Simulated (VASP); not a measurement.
Ta9Al, 20 atoms in the cell. The typed cell holds 20 atoms: a = 7.212 Å, b = 7.212 Å, c = 7.212 Å, α = 80.92°, β = 80.92°, γ = 80.92°. 

```yaml
Program: VASP 6.6.1
Task: relaxation of cell and atoms
Functional: PBE
Potentials_or_basis: VASP PAW PBE potentials, release 64 (Al, Ta_pv)
Cutoff: 600 eV
k_mesh: 2 × 2 × 2, shifted
Occupations: gaussian, width 0.1 eV
Spin: no spin polarisation
Dipole_correction: no
Further_INCAR_settings: LREAL = Auto; ALGO = Fast; EDIFF = 1e-06; ISYM = 0; IBRION = 2; EDIFFG = -0.04; NSW = 70; ISIF = 3
```

Potentials or basis: VASP PAW PBE potentials, release 64 (Al, Ta_pv).

Run with:

```sh
$ cat potpaw_PBE.64/Al/POTCAR potpaw_PBE.64/Ta_pv/POTCAR > POTCAR
$ mpirun -np 1 vasp_std > vasp.out
```

Hardware: 1 thread of Intel(R) Xeon(R) 6975P-C (Granite Rapids), on a shared host.

Q: Estimate the wall time of this run.

A: Run time: 29 min on 1 thread of Intel(R) Xeon(R) 6975P-C (Granite Rapids), with other jobs on the host, peak memory 0.63 GiB. Counts: scf iterations 107, k points 4, ion steps 11.
